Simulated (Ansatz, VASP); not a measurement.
**Mo: VASP beside Ansatz**

```
Mo
1.0
     0.00000    2.01030    2.01030
     2.01030    0.00000    2.01030
     2.01030    2.01030    0.00000
Mo
1
Direct
  0.00000 0.00000 0.00000
```

Alike in both runs: task single point; functional PBE; k mesh 8 × 8 × 8; occupations gaussian, width 0.05 eV; no spin polarisation.

|  | VASP | Ansatz |
| --- | --- | --- |
| version | VASP 6.6.1 | Ansatz 0.2.0 |
| potentials or method | VASP PAW PBE potentials, release 64 (Mo_sv), cutoff 500 eV | scalar-relativistic, plane waves, PAW |
| valence electrons in the cell | 14 | 14 |

|  | VASP | Ansatz | Ansatz less VASP |
| --- | --- | --- | --- |
| pressure (GPa) | -2.4 | -2.8 | -0.44 |
